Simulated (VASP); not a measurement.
Write the native input for VASP 6.6.1 that does the following.

```yaml
Task: single point
Functional: PBE
Potentials_or_basis: VASP PAW PBE potentials, release 64 (Cs_sv)
Cutoff: 520 eV
k_mesh: 8 × 8 × 6
Occupations: gaussian, width 0.1 eV
Spin: no spin polarisation
Dipole_correction: no
Further_INCAR_settings: ALGO = Fast; EDIFF = 1e-06; NBANDS = 16
```

The structure of Cs lies in POSCAR:

```
Cs
1.0
    5.4110312566      0.0000000000      0.0000000000
    0.0000000000      5.4110312566      0.0000000000
    0.0000000000      0.0000000000      7.7401162503
Cs
2
Direct
    0.0000000000      0.0000000000      0.0000000000
    0.5000000000      0.5000000000      0.5000000000
```

This cell differs from its parent crystal: strain along c alone, the other axes held: -3.0 %.

One way to write it, as run:

INCAR

```
SYSTEM = Cs
ALGO = Fast
EDIFF = 1E-6
ENCUT = 520
GGA = PE
ISIF = 2
ISMEAR = 0
LASPH = .True.
LCHARG = .True.
LELF = .True.
LREAL = .False.
LVHAR = .True.
LWAVE = .False.
NBANDS = 16
NELM = 60
PREC = Accurate
SIGMA = 0.1
```

KPOINTS

```
k-points
0
Gamma
  8 8 6
  0 0 0
```

Potentials or basis: VASP PAW PBE potentials, release 64 (Cs_sv).

Command:

```sh
$ cat potpaw_PBE.64/Cs_sv/POTCAR > POTCAR
$ mpirun -np 1 vasp_std > vasp.out
```

Results of the run:

The pressure is 0.1 GPa and the band gap on the k mesh is zero (band 9 reaches 1.23 eV, above the bottom of band 10 at -0.40 eV).

Caveat: the cell differs from its parent crystal (strain along c alone, the other axes held: -3.0 %); spin-orbit coupling is left out, which moves the levels of the heavy elements.

Wall time 74 s on 1 thread of Intel(R) Xeon(R) 6975P-C (Granite Rapids), on a shared host, peak memory 0.39 GiB.
